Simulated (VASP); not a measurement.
# Sb (Pmmn) in VASP: relaxation of cell and atoms with PBE

Aim: the relaxation of cell and atoms of Sb with PBE.

Program: VASP 6.6.1. These are calculated values, not measurements. Logs are shortened: lines on timing, memory, paths and dates and some standing lists are left out, and cuts for length are marked.

## 1. The cell of the first run

Symmetry: Pmmn, No. 59, orthorhombic system. Conventional cell: a = 3.349 Å, b = 3.558 Å, c = 4.767 Å, α = 90.00°, β = 90.00°, γ = 90.00°. Sb (site symmetry mm2) has 4 Sb at 2.46 Å within 3.2 Å.

The cell was generated, and may not be a known phase.

## 2. Relaxation of cell and atoms, PBE

INCAR

```
SYSTEM = Sb
ALGO     = Normal         ! electronic algorithm
EDIFF    = 1E-7           ! SCF threshold, eV
EDIFFG   = -0.04          ! ionic threshold
ENCUT    = 500            ! plane-wave cutoff, eV
GGA      = PE             ! functional
GGA_COMPAT= .False.      
IBRION   = 2              ! ionic algorithm
ISIF     = 3              ! what is computed and relaxed
ISMEAR   = 0              ! smearing method
LASPH    = .True.         ! aspherical terms in the spheres
LCHARG   = .False.        ! write CHGCAR
LREAL    = .False.        ! projectors in reciprocal space
LWAVE    = .False.        ! write WAVECAR
NELM     = 120            ! most SCF steps
NELMIN   = 4            
NSW      = 90             ! ionic steps
PREC     = Accurate       ! precision mode
SIGMA    = 0.1            ! smearing width, eV
```

KPOINTS

```
k-points
0
Gamma
  6 6 4
  0 0 0
```

POSCAR

```
Sb
1.0
    3.3488112600      0.0000000000      0.0000000000
    0.0000000000      3.5581476400      0.0000000000
    0.0000000000      0.0000000000      4.7666939000
Sb
2
Direct
    0.5000000000      0.0000000000      0.9730890500
    0.0000000000      0.5000000000      0.0269109500
```

Potentials or basis: VASP PAW PBE potentials, release 64 (Sb_d_GW).

The run is started by

```
> cat potpaw_PBE.64/Sb_d_GW/POTCAR > POTCAR
> mpirun -np 1 vasp_std > vasp.out
```

OUTCAR:

```text
SYSTEM = Sb
   EDIFF = 1E-7
   EDIFFG = -0.04
   ENCUT = 500
   GGA = PE
   IBRION = 2
   ISIF = 3
   ISMEAR = 0
   LASPH = .True.
   LREAL = .False.
   NELM = 120
   NELMIN = 4
   NSW = 90
   PREC = Accurate

 ion  position               nearest neighbor table
   1  0.500  0.000  0.973-   2 2.46   2 2.46   2 2.46   2 2.46
   2  0.000  0.500  0.027-   1 2.46   1 2.46   1 2.46   1 2.46

  LATTYP: Found a simple orthorhombic cell.
 ALAT       =     3.3488112600
 B/A-ratio  =     1.0625106534
 C/A-ratio  =     1.4233987914

  Lattice vectors:

 A1 = (   3.3488112600,   0.0000000000,   0.0000000000)
 A2 = (   0.0000000000,   3.5581476400,   0.0000000000)
 A3 = (   0.0000000000,   0.0000000000,   4.7666939000)

Analysis of symmetry for initial positions (statically):
=====================================================================
 Subroutine PRICEL returns:
 Original cell was already a primitive cell.

 Routine SETGRP: Setting up the symmetry group for a
 simple orthorhombic supercell.

 Subroutine GETGRP returns: Found  8 space group operations
 (whereof  4 operations were pure point group operations)
 out of a pool of  8 trial point group operations.

The static configuration has the point symmetry C_2v.
 The point group associated with its full space group is D_2h.

Analysis of symmetry for dynamics (positions and initial velocities):
=====================================================================
 Subroutine PRICEL returns:
 Original cell was already a primitive cell.

 Routine SETGRP: Setting up the symmetry group for a
 simple orthorhombic supercell.

 Subroutine GETGRP returns: Found  8 space group operations
 (whereof  4 operations were pure point group operations)
 out of a pool of  8 trial point group operations.

The dynamic configuration has the point symmetry C_2v.
 The point group associated with its full space group is D_2h.

 Subroutine INISYM returns: Found  8 space group operations
 (whereof  4 operations are pure point group operations),
 and found     1 'primitive' translations

----------------------------------------------------------------------------------------

                                     Primitive cell

  volume of cell :      56.7979

  direct lattice vectors                    reciprocal lattice vectors
     3.348811260  0.000000000  0.000000000     0.298613425  0.000000000  0.000000000
     0.000000000  3.558147640  0.000000000     0.000000000  0.281045111  0.000000000
     0.000000000  0.000000000  4.766693900     0.000000000  0.000000000  0.209789011

  length of vectors
     3.348811260  3.558147640  4.766693900     0.298613425  0.281045111  0.209789011

  position of ions in fractional coordinates (direct lattice)
     0.500000000  0.000000000  0.973089050
     0.000000000  0.500000000  0.026910950

  ion indices of the primitive-cell ions
   primitive index   ion index
                 1           1
                 2           2

----------------------------------------------------------------------------------------

 KPOINTS: k-points

Automatic generation of k-mesh.
 Grid dimensions read from file:
 generate k-points for:    6    6    4

 Generating k-lattice:

  Cartesian coordinates                     Fractional coordinates (reciprocal lattice)
     0.049768904  0.000000000  0.000000000     0.166666667  0.000000000  0.000000000
     0.000000000  0.046840852  0.000000000     0.000000000  0.166666667  0.000000000
     0.000000000  0.000000000  0.052447253     0.000000000  0.000000000  0.250000000

  Length of vectors
     0.049768904  0.046840852  0.052447253

  Shift w.r.t. Gamma in fractional coordinates (k-lattice)
     0.000000000  0.000000000  0.000000000

 Subroutine IBZKPT returns following result:
 ===========================================

 Found     48 irreducible k-points:

 Following reciprocal coordinates:
            Coordinates               Weight
  0.000000  0.000000  0.000000      1.000000
  0.166667  0.000000  0.000000      2.000000
  0.333333  0.000000  0.000000      2.000000
  0.500000  0.000000  0.000000      1.000000
  0.000000  0.166667  0.000000      2.000000
  0.166667  0.166667  0.000000      4.000000
[... 16 lines left out ...]
  0.333333  0.166667  0.250000      8.000000
  0.500000  0.166667  0.250000      4.000000
 [... further k-points ...]
   k-points           NKPTS =     48   k-points in BZ     NKDIM =     48   number of bands    NBANDS=     19
   number of dos      NEDOS =    301   number of ions     NIONS =      2
   total plane-waves  NPLWV =  24192
   dimension x,y,z NGX =    24 NGY =   28 NGZ =   36
   dimension x,y,z NGXF=    48 NGYF=   56 NGZF=   72
   ions per type =               2
   NGX,Y,Z   is equivalent  to a cutoff of  11.91, 13.08, 12.56 a.u.
   NGXF,Y,Z  is equivalent  to a cutoff of  23.83, 26.16, 25.11 a.u.
 SYSTEM =  Sb
   PREC   = accura    normal or accurate (medium, high low for compatibility)
   ISTART =      0    job   : 0-new  1-cont  2-samecut
   ICHARG =      2    charge: 1-file 2-atom 10-const
   ISPIN  =      1    spin polarized calculation?
   LNONCOLLINEAR =      F non collinear calculations
   LSORBIT =      F    spin-orbit coupling
   LASPH  =      T    aspherical Exc in radial PAW
   ENCUT  =  500.0 eV  36.75 Ry    6.06 a.u.   6.11  6.49  8.69*2*pi/ulx,y,z
   NELM   =    120;   NELMIN=  4; NELMDL= -5     # of ELM steps
   EDIFF  = 0.1E-06   stopping-criterion for ELM
   LREAL  =      F    real-space projection
   EDIFFG = -.4E-01   stopping-criterion for IOM
   NSW    =     90    number of steps for IOM
   IBRION =      2    ionic relax: 0-MD 1-quasi-New 2-CG
   NFREE  =      1    steps in history (QN), initial steepest desc. (CG)
   ISIF   =      3    stress and relaxation
   ISYM   =      2    0-nonsym 1-usesym 2-fastsym
   POTIM  = 0.5000    time-step for ionic-motion
   TEBEG  =    0.0;   TEEND  =   0.0 temperature during run
   PSTRESS=    0.0 pullay stress
   NELECT =      30.0000    total number of electrons
   NUPDOWN=      -1.0000    fix difference up-down
   EMIN   =  10.00;   EMAX   =-10.00  energy-range for DOS
   EFERMI =   0.00;   METHOD = LEGACY
   ISMEAR =     0;   SIGMA  =   0.10  broadening in eV -4-tet -1-fermi 0-gaus
   EFERMI_NEDOS =   21; number of points for ismear=-14 and -15
   IALGO  =     38    algorithm
   IMIX   =      4    mixing-type and parameters
     AMIX     =   0.40;   BMIX     =  1.00
     AMIX_MAG =   1.60;   BMIX_MAG =  1.00
  volume/ion in A,a.u.               =      28.40       191.65
  Fermi-wavevector in a.u.,A,eV,Ry     =   1.323340  2.500749 23.826896  1.751227
  Thomas-Fermi vector in A             =   2.452955
   LORBIT       =      0    0 simple, 1 ext, 2 COOP (PROOUT), +10 PAW based schemes
   GGA     = PE    functional components
   LHFCALC =     F    Hartree Fock is set to
   AEXX    =    0.0000 exact exchange contribution
   IVDW    =     0    specifies the selected vdW correction
   LEPSILON=     F    determine dielectric tensor
   LRPA    =     F    only Hartree local field effects (RPA)
 conjugate gradient relaxation of ions
 non-spin polarized calculation
 Gauss-broadening in eV      SIGMA  =   0.10
  energy-cutoff  :      500.00
  volume of cell :       56.80
 maximum number of plane-waves:      1468
   NGX = 13   NGY = 13   NGZ = 17

--------------------------------------- Ionic step        1  -------------------------------------------

 number of electron      29.9999987 magnetization

 Free energy of the ion-electron system (eV)
  ---------------------------------------------------
  ext. energy  EPLUGINS =         0.00000000
  ---------------------------------------------------
  free energy    TOTEN  =        -2.84614126 eV

  energy without entropy =       -2.84034184  energy(sigma->0) =       -2.84324155

------------------------ aborting loop because EDIFF is reached ----------------------------------------

  FORCE on cell =-STRESS in cart. coord.  units (eV):
  Direction    XX          YY          ZZ          XY          YZ          ZX
  --------------------------------------------------------------------------------------
  -------------------------------------------------------------------------------------
  Total       28.3566319     29.5736752      0.2251296      0.0000000      0.0000000      0.0000000
  in kB      799.8956387    834.2265006      6.3505497      0.0000000      0.0000000      0.0000000
  external PRESSURE =     546.8242297 kB  Pullay stress =       0.0000000 kB
[... 1688 lines left out ...]
      5     -23.9688      2.00000
      6     -23.9688      2.00000
[... 11 lines left out ...]
     18       8.5297      0.00000
     19      12.1472      0.00000

 [... further k-points ...]

[... ionic steps 4 to 27 ...]

--------------------------------------- Ionic step       28  -------------------------------------------

 number of electron      29.9999931 magnetization

------------------------ aborting loop because EDIFF is reached ----------------------------------------

  FORCE on cell =-STRESS in cart. coord.  units (eV):
  Direction    XX          YY          ZZ          XY          YZ          ZX
  --------------------------------------------------------------------------------------
  -------------------------------------------------------------------------------------
  Total        0.0744236      0.0722118      0.1469852      0.0000000      0.0000000      0.0000000
  in kB        2.0236762      1.9635342      3.9967219      0.0000000      0.0000000      0.0000000
  external PRESSURE =       2.6613108 kB  Pullay stress =       0.0000000 kB
[... 57 lines left out ...]
  energy  without entropy=       -8.0270395084  energy(sigma->0) =       -8.02942988

--------------------------------------- Ionic step       30  -------------------------------------------

 number of electron      29.9999930 magnetization

 Free energy of the ion-electron system (eV)
  ---------------------------------------------------
  ext. energy  EPLUGINS =         0.00000000
  ---------------------------------------------------
  free energy    TOTEN  =        -8.03212594 eV

  energy without entropy =       -8.02733718  energy(sigma->0) =       -8.02973156

 E-fermi :   5.1319     XC(G=0): -10.0648

 val. band max:        5.0479467899   @ k =   0.0000   0.5000   0.2500
 cond. band min:       5.1544628406   @ k =   0.1667   0.1667   0.2500
 fundamental gap:      0.1065160508
 Fermi energy:         5.1319002011

 k-point     1 :       0.0000    0.0000    0.0000
  band No.  band energies     occupation
      1     -23.9615      2.00000
      2     -23.8864      2.00000
      3     -23.8814      2.00000
      4     -23.8207      2.00000
      5     -23.8087      2.00000
      6     -23.8086      2.00000
[... 548 lines left out ...]
  FREE ENERGIE OF THE ION-ELECTRON SYSTEM (eV)
  ---------------------------------------------------
  free  energy   TOTEN  =        -8.0321259366 eV

  energy  without entropy=       -8.0273371765  energy(sigma->0) =       -8.02973156

 reached required accuracy - stopping structural energy minimisation
```

It took 14 min on 1 thread of Intel Xeon Platinum 8488C (Sapphire Rapids), shared host; peak memory 0.21 GiB.

Results:

```
Free energy                           : -8.0321 eV
Relaxed volume                        : 29.59 Å³/atom
Relaxed cell                          : a = 4.204 Å, b = 4.219 Å, c = 3.337 Å, α = 90.00°, β = 90.00°, γ = 90.00°
Space group after relaxing (to 0.1 Å) : P4/nmm (No. 129)
Pressure after relaxing               : 0.0 GPa
Largest force after relaxing          : 0.016 eV/Å
Band gap on the k mesh                : zero (bands 15 and 16 overlap by 6.76 eV)
```

Forces in eV/Å, atoms in the order of the input:
```
Sb   0.000  0.000  0.016
Sb   0.000  0.000 -0.016
```

Final structure:
```
Sb
1.0
     4.20394    0.00000    0.00000
     0.00000    4.21851    0.00000
     0.00000    0.00000    3.33733
Sb
2
Direct
  0.50000 0.00000 0.90257
  0.00000 0.50000 0.09743
```

Caveat: a cell axis changed by over 15 % at a fixed basis, so the end point is rough; spin-orbit coupling is left out, which moves the levels of the heavy elements.

The gap in the log of VASP goes by the Fermi energy; the results here count the filled bands.